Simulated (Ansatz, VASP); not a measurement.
**BP: VASP beside Ansatz**

```
B P
1.0
     0.00000    2.27421    2.27421
     2.27421    0.00000    2.27421
     2.27421    2.27421    0.00000
B P
1 1
Direct
  0.00000 0.00000 0.00000
  0.25000 0.25000 0.25000
```

Alike in both runs: functional PBE; k mesh 8 × 8 × 8; no spin polarisation.

Ansatz relaxed the structure, and its values are those at the end. VASP's run is a single point on that final structure, the one shown.

|  | VASP | Ansatz |
| --- | --- | --- |
| version | VASP 6.6.1 | Ansatz 0.2.0 |
| potentials or method | VASP PAW PBE potentials, release 64 (B, P), cutoff 500 eV | plane waves, PAW |
| occupations | gaussian, width 0.01 eV | fixed |
| valence electrons in the cell | 8 | 8 |

VASP gave:

- pressure (GPa): -0.2

Question: What did Ansatz give for the same quantities?

Answer: Pressure (GPa): 0.0.

Ansatz's warnings: stress scf threshold loose.
